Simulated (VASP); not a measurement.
Input of a VASP 6.6.1 run:

File INCAR:

```
SYSTEM = Ca3Hg
PREC     = Accurate       ! precision mode
ENCUT    = 520            ! plane-wave cutoff, eV
EDIFF    = 1E-6           ! SCF threshold, eV
ISMEAR   = -1             ! smearing method
SIGMA    = 0.1            ! smearing width, eV
LREAL    = .False.        ! projectors in reciprocal space
LASPH    = .True.         ! aspherical terms in the spheres
NELM     = 100            ! most SCF steps
ALGO     = Normal         ! electronic algorithm
ISIF     = 2              ! what is computed and relaxed
LWAVE    = .False.        ! write WAVECAR
LCHARG   = .False.        ! write CHGCAR
NBANDS   = 29             ! bands
```

KPOINTS

```
regular mesh
0
Gamma
  5 5 5
  0 0 0
```

File POSCAR:

```
Ca3Hg
1.0
    5.0544409664      0.0000000000      0.0000000000
    0.0000000000      5.0544409664      0.0000000000
    0.0000000000      0.0000000000      5.0544409664
Ca Hg
3 1
Direct
    0.5000000000      0.0000000000      0.0000000000
    0.0000000000      0.0000000000      0.5000000000
    0.0000000000      0.5000000000      0.0000000000
    0.5000000000      0.5000000000      0.5000000000
```

Potentials or basis: VASP PAW LDA potentials, release 64 (Ca_sv, Hg).

Launch:

```console
$ cat potpaw_LDA.64/Ca_sv/POTCAR potpaw_LDA.64/Hg/POTCAR > POTCAR
$ mpirun -np 1 vasp_std > vasp.out
```

(1) Predict the pressure.

(2) Estimate the band gap on the k mesh.

## Answers

(1) -2.4 GPa.

(2) zero (band 21 reaches 3.09 eV, above the bottom of band 22 at 2.42 eV).

Caveat: spin-orbit coupling is left out, which moves the levels of the heavy elements.
